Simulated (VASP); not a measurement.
Input of a VASP 6.6.1 run:

INCAR

```
PREC = Accurate ; ENCUT = 500
EDIFF = 1E-6 ; ISMEAR = -1
SIGMA = 0.1 ; LREAL = False
LASPH = True ; NELM = 120
ALGO = Normal ; ISIF = 2
LWAVE = False ; LCHARG = False
GGA = PE ; NBANDS = 11
GGA_COMPAT = False
```

Contents of KPOINTS:

```
regular mesh
0
Gamma
  5 5 5
```

File POSCAR:

```
Si
1.0
    0.0000000000      2.7135600000      2.7135600000
    2.7135600000      0.0000000000      2.7135600000
    2.7135600000      2.7135600000      0.0000000000
Si
2
Direct
    0.7500000000      0.7500000000      0.7500000000
    0.5000000000      0.5000000000      0.5000000000
```

Potentials or basis: VASP PAW PBE potentials, release 64 (Si).

Launch:

```console
$ cat potpaw_PBE.64/Si/POTCAR > POTCAR
$ mpirun -np 1 vasp_std > vasp.out
```

(1) Estimate the band gap on the k mesh.

(2) Predict the pressure.

## Answers

(1) 0.57 eV, indirect (least direct gap 2.56 eV).

(2) 2.3 GPa.
